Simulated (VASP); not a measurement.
# Au (R-3m) in VASP: further runs, part 2 of 2

VASP 6.6.1. Earlier steps stand in the parts before.

## Step 4: Single point, PBE

This run uses another cell than the first one, of the same volume but with other edges.

INCAR reads:

```
PREC = Accurate
ENCUT = 520
EDIFF = 1E-6
ISMEAR = 0
SIGMA = 0.15
LREAL = False
LASPH = True
NELM = 80
ALGO = Fast
ISIF = 2
LWAVE = False
LCHARG = False
GGA = PE
NBANDS = 12
```

KPOINTS reads:

```
Automatic mesh
0
Gamma
  22 22 22
```

POSCAR reads:

```
Au
1.0
   -0.2159367241      1.9434305171      1.9434305171
    1.9434305171     -0.2159367241      1.9434305171
    1.9434305171      1.9434305171     -0.2159367241
Au
1
Direct
    0.0000000000      0.0000000000      0.0000000000
```

Potentials or basis: VASP PAW PBE potentials, release 64 (Au).

Command:

```bash
cat potpaw_PBE.64/Au/POTCAR > POTCAR
mpirun -np 1 vasp_std > vasp.out
```

OUTCAR:

```text
PREC = Accurate
   ENCUT = 520
   EDIFF = 1E-6
   ISMEAR = 0
   LREAL = False
   LASPH = True
   NELM = 80
   ISIF = 2
   GGA = PE

 ion  position               nearest neighbor table
   1  0.000  0.000  0.000-

  LATTYP: Found a trigonal (rhomboedric) cell.
 ALAT       =     2.7568955400
 COS(alpha) =     0.3865030675

  Lattice vectors:

 A1 = (  -0.2159367241,   1.9434305171,   1.9434305171)
 A2 = (   1.9434305171,  -0.2159367241,   1.9434305171)
 A3 = (   1.9434305171,   1.9434305171,  -0.2159367241)

Analysis of symmetry for initial positions (statically):
=====================================================================
 Subroutine PRICEL returns:
 Original cell was already a primitive cell.

 Routine SETGRP: Setting up the symmetry group for a
 trigonal (rhombohedral) supercell.

 Subroutine GETGRP returns: Found 12 space group operations
 (whereof 12 operations were pure point group operations)
 out of a pool of 12 trial point group operations.

The static configuration has the point symmetry D_3d.

Analysis of symmetry for dynamics (positions and initial velocities):
=====================================================================
[... 163 lines left out ...]
 Fermi energy:         9.3260515115

 k-point     1 :       0.0000    0.0000    0.0000
  band No.  band energies     occupation
      1      -0.4196      2.00000
      2       3.9533      2.00000
      3       3.9533      2.00000
      4       5.7560      2.00000
      5       6.4717      2.00000
      6       6.4717      2.00000
      7      23.5612      0.00000
      8      26.3983      0.00000
      9      26.3983      0.00000
     10      32.0393      0.00000
     11      32.5453      0.00000
     12      35.8439      0.00000
[... 331 lines left out ...]
 k-point    24 :      -0.4545    0.0455    0.0000
  band No.  band energies     occupation
      1       2.0006      2.00000
      2       3.8544      2.00000
      3       5.7114      2.00000
      4       6.6090      2.00000
      5       7.3686      2.00000
      6       8.2064      2.00000
      7      12.3458      0.00000
      8      23.8043      0.00000
      9      25.8662      0.00000
     10      29.0404      0.00000
     11      33.6890      0.00000
     12      34.5910      0.00000

 [... further k-points ...]
[... 5 lines left out ...]
  --------------------------------------------------------------------------------------
  -------------------------------------------------------------------------------------
  Total        1.2320330      1.2320330      1.2320330      0.3621874      0.3621874      0.3621874
  in kB      115.3199544    115.3199544    115.3199544     33.9012323     33.9012323     33.9012323
  external PRESSURE =     115.3199544 kB  Pullay stress =       0.0000000 kB

 VOLUME and BASIS-vectors are now :
 -----------------------------------------------------------------------------
  energy-cutoff  :      520.00
  volume of cell :       17.12
      direct lattice vectors                 reciprocal lattice vectors
    -0.215936724  1.943430517  1.943430517    -0.217928765  0.245169860  0.245169860
     1.943430517 -0.215936724  1.943430517     0.245169860 -0.217928765  0.245169860
     1.943430517  1.943430517 -0.215936724     0.245169860  0.245169860 -0.217928765

 POSITION                                       TOTAL-FORCE (eV/Angst)
 -----------------------------------------------------------------------------------
      0.00000      0.00000      0.00000         0.000000     -0.000000     -0.000000
 -----------------------------------------------------------------------------------
    total drift:                               -0.000000      0.000000     -0.000000

  FREE ENERGIE OF THE ION-ELECTRON SYSTEM (eV)
  ---------------------------------------------------
  free  energy   TOTEN  =        -3.1445181748 eV

  energy  without entropy=       -3.1417244771  energy(sigma->0) =       -3.14312133
```

OSZICAR:

```text
N       E                     dE             d eps       ncg     rms          rms(c)
DAV:   1     0.501283154735E+02    0.50128E+02   -0.55967E+03 25272   0.817E+02
DAV:   2    -0.272267619203E+01   -0.52851E+02   -0.49897E+02 28904   0.188E+02
DAV:   3    -0.341671326350E+01   -0.69404E+00   -0.69322E+00 29648   0.208E+01
DAV:   4    -0.341912400102E+01   -0.24107E-02   -0.24106E-02 29276   0.141E+00
DAV:   5    -0.341914218789E+01   -0.18187E-04   -0.18187E-04 30192   0.117E-01    0.951E+00
RMM:   6    -0.316592177192E+01    0.25322E+00   -0.29269E-01 24729   0.453E+00    0.602E+00
RMM:   7    -0.314678067074E+01    0.19141E-01   -0.38348E-02 26627   0.183E+00    0.282E+00
RMM:   8    -0.314453107098E+01    0.22496E-02   -0.36500E-03 27783   0.520E-01    0.313E-01
RMM:   9    -0.314451169831E+01    0.19373E-04   -0.39553E-04 29237   0.169E-01    0.972E-02
RMM:  10    -0.314451606130E+01   -0.43630E-05   -0.62331E-05 28621   0.588E-02    0.564E-02
RMM:  11    -0.314451809191E+01   -0.20306E-05   -0.14572E-05 27385   0.247E-02    0.121E-02
RMM:  12    -0.314451817477E+01   -0.82855E-07   -0.19058E-06 23520   0.905E-03
   1 F= -.31445182E+01 E0= -.31431213E+01  d E =-.279370E-02
```

Run time: 2 min. Hardware: 1 thread of Intel Xeon Platinum 8259CL at 2.50GHz (Skylake/Cascade Lake), shared host; peak memory 0.31 GiB.

Results:

| Item | Value |
| --- | --- |
| Free energy | -3.1445 eV |
| Pressure | 11.5 GPa |

Stress tensor (GPa, compression positive):
```
11.53  3.39  3.39
 3.39 11.53  3.39
 3.39  3.39 11.53
```

Levels at points of the mesh, in eV from the Fermi level:
| k point | band 3 | band 4 | band 5 | band 6 | band 7 | band 8 | band 9 | band 10 |
| --- | --- | --- | --- | --- | --- | --- | --- | --- |
| (0.00, 0.00, 0.00) | -5.37 | -3.57 | -2.85 | -2.85 | 14.24 | 17.07 | 17.07 | 22.71 |
| (0.50, 0.00, 0.00) | -3.62 | -2.50 | -1.86 | -1.18 | 2.70 | 14.45 | 16.77 | 19.75 |
| (0.50, 0.50, 0.00) | -2.25 | -1.84 | -1.20 | 1.24 | 6.09 | 8.25 | 12.29 | 16.39 |
| (0.50, 0.50, 0.50) | -4.94 | -1.46 | -1.46 | 0.59 | 5.49 | 12.82 | 14.84 | 14.84 |

Caveat: spin-orbit coupling is left out, which moves the levels of the heavy elements.

## Step 5: Single point, PBE

This run uses another cell than the first one, of the same volume but with other edges.

INCAR reads:

```
ALGO     = Fast           # electronic algorithm
EDIFF    = 1E-6           # SCF threshold, eV
ENCUT    = 520            # plane-wave cutoff, eV
GGA      = PE             # functional
ISIF     = 2              # what is computed and relaxed
ISMEAR   = 0              # smearing method
LASPH    = True           # aspherical terms in the spheres
LCHARG   = False          # write CHGCAR
LREAL    = False          # projectors in reciprocal space
LWAVE    = False          # write WAVECAR
NBANDS   = 12             # bands
NELM     = 60             # most SCF steps
PREC     = Accurate       # precision mode
SIGMA    = 0.15           # smearing width, eV
```

KPOINTS reads:

```
k-points
0
Gamma
  22 22 22
```

POSCAR reads:

```
Au
1.0
    0.2566518929      2.1815410900      2.1815410900
    2.1815410900      0.2566518929      2.1815410900
    2.1815410900      2.1815410900      0.2566518929
Au
1
Direct
    0.0000000000      0.0000000000      0.0000000000
```

Command:

```bash
cat potpaw_PBE.64/Au/POTCAR > POTCAR
mpirun -np 1 vasp_std > vasp.out
```

Wall time 2.2 min (1 thread of Intel Xeon Platinum 8259CL at 2.50GHz (Skylake/Cascade Lake), shared host); peak memory 0.31 GiB.

It converged, with:

```yaml
Free_energy: -3.0831 eV
Pressure: 14.8 GPa
```

Stress tensor (GPa, compression positive):
```
14.78 -7.09 -7.09
-7.09 14.78 -7.09
-7.09 -7.09 14.78
```

Levels at points of the mesh, in eV from the Fermi level:
```
           k point  band 4  band 5  band 6  band 7  band 8  band 9
(0.00, 0.00, 0.00)   -4.60   -2.77   -2.77   12.51   16.69   20.83
(0.50, 0.00, 0.00)   -2.65   -1.29   -0.37    4.20   12.80   16.19
(0.50, 0.50, 0.00)   -1.84   -1.23    1.20    6.15    8.25   12.35
(0.50, 0.50, 0.50)   -2.09   -2.09   -1.94    0.85   15.34   20.19
```

Caveat: spin-orbit coupling is left out, which moves the levels of the heavy elements.

## Step 6: Single point, PBE

This run uses another cell than the first one, of the same volume but with other edges.

INCAR reads:

```
SYSTEM = Au
PREC = Accurate
ENCUT = 520
EDIFF = 1E-7
ISMEAR = 0
SIGMA = 0.15
LREAL = .FALSE.
LASPH = .TRUE.
NELM = 80
ALGO = Fast
ISIF = 2
LWAVE = .FALSE.
LCHARG = .TRUE.
GGA = PE
LELF = .TRUE.
LVHAR = .TRUE.
NBANDS = 12
```

KPOINTS reads:

```
regular mesh
0
G
  22 22 22
  0 0 0
```

POSCAR reads:

```
Au
1.0
    0.7998157604      2.5137066755      2.5137066755
    2.5137066755      0.7998157604      2.5137066755
    2.5137066755      2.5137066755      0.7998157604
Au
1
Direct
    0.0000000000      0.0000000000      0.0000000000
```

Potentials or basis: VASP PAW PBE potentials, release 64 (Au).

Command:

```bash
cat potpaw_PBE.64/Au/POTCAR > POTCAR
mpirun -np 1 vasp_std > vasp.out
```

It took 6.7 min on 1 thread of Intel Xeon Platinum 8259CL at 2.50GHz (Skylake/Cascade Lake), shared host; peak memory 0.33 GiB.

Results (log left out):

* Free energy: -1.6540 eV
* Pressure: 84.0 GPa

Stress tensor (GPa, compression positive):
```
 84.03 -40.03 -40.03
-40.03  84.03 -40.03
-40.03 -40.03  84.03
```

Levels at points of the mesh, in eV from the Fermi level:
```csv
k point,band 2,band 3,band 4,band 5,band 6,band 7,band 8,band 9,band 10,band 11
"(0.00, 0.00, 0.00)",-6.83,-6.04,-6.04,-1.95,-1.95,5.10,13.64,16.69,26.08,26.08
"(0.50, 0.00, 0.00)",-7.14,-3.54,-3.12,-0.08,0.88,7.32,9.92,16.33,18.52,19.40
"(0.50, 0.50, 0.00)",-7.53,-2.90,-2.80,-0.08,1.76,6.98,8.45,14.48,17.18,20.25
"(0.50, 0.50, 0.50)",-6.05,-6.05,-3.09,-2.84,-1.88,-1.88,16.47,19.07,26.67,26.67
```

Caveat: spin-orbit coupling is left out, which moves the levels of the heavy elements.

## Step 7: Single point, PBE

This run uses another cell than the first one, of the same volume but with other edges.

INCAR reads:

```
  PREC = Accurate
  ENCUT = 520
  EDIFF = 1E-7
  ISMEAR = 0
  SIGMA = 0.15
  LREAL = False
  LASPH = True
  NELM = 80
  ALGO = Fast
  ISIF = 2
  LWAVE = False
  LCHARG = True
  GGA = PE
  LELF = True
  LVHAR = True
  NBANDS = 12
```

KPOINTS reads:

```
Automatic mesh
0
Gamma
  22 22 22
```

POSCAR reads:

```
Au
1.0
    0.1063302806      2.1000230418      2.1000230418
    2.1000230418      0.1063302806      2.1000230418
    2.1000230418      2.1000230418      0.1063302806
Au
1
Direct
    0.0000000000      0.0000000000      0.0000000000
```

Command:

```bash
cat potpaw_PBE.64/Au/POTCAR > POTCAR
mpirun -np 1 vasp_std > vasp.out
```

Run time: 2.4 min. Hardware: 1 thread of Intel Xeon Platinum 8259CL at 2.50GHz (Skylake/Cascade Lake), shared host; peak memory 0.31 GiB.

The run converged. Its results:

```
Free energy : -3.1841 eV
Pressure    : 8.6 GPa
```

Stress tensor (GPa, compression positive):
```
 8.63 -2.24 -2.24
-2.24  8.63 -2.24
-2.24 -2.24  8.63
```

Levels at points of the mesh, in eV from the Fermi level:
```
           k point  band 4  band 5  band 6  band 7  band 8  band 9
(0.00, 0.00, 0.00)   -4.59   -3.14   -3.14   14.18   17.10   19.35
(0.50, 0.00, 0.00)   -2.27   -1.75   -0.78    3.40   13.62   16.29
(0.50, 0.50, 0.00)   -1.74   -1.60    1.01    5.76    9.10   10.90
(0.50, 0.50, 0.50)   -2.13   -2.13   -1.49    2.02   14.52   18.29
```

Caveat: spin-orbit coupling is left out, which moves the levels of the heavy elements.

## Step 8: The runs side by side

```csv
cell,further INCAR settings,gap on the mesh (eV),pressure (GPa)
"a = 3.322 Å, angles 45.7°, 1 atom",ALGO = Fast; EDIFF = 1e-06; NBANDS = 12,none,36.5
"a = 2.597 Å, angles 82.7°, 1 atom",ALGO = Fast; EDIFF = 1e-07; NBANDS = 12,none,30.7
"a = 2.757 Å, angles 67.3°, 1 atom",ALGO = Fast; EDIFF = 1e-06; NBANDS = 12,none,11.5
"a = 3.096 Å, angles 52.2°, 1 atom",ALGO = Fast; EDIFF = 1e-06; NBANDS = 12,none,14.8
"a = 3.644 Å, angles 38.9°, 1 atom",ALGO = Fast; EDIFF = 1e-07; NBANDS = 12,none,84.0
"a = 2.972 Å, angles 56.6°, 1 atom",ALGO = Fast; EDIFF = 1e-07; NBANDS = 12,none,8.6
```

Alike in all rows: task single point; level PBE; potentials or basis VASP PAW PBE potentials, release 64 (Au); no spin polarisation; k mesh 22 × 22 × 22; cutoff (eV) 520; smearing gaussian 0.15 eV.

Caveats: spin-orbit coupling is left out, which moves the levels of the heavy elements.

Absolute energies hang on the potentials; compare differences alone.
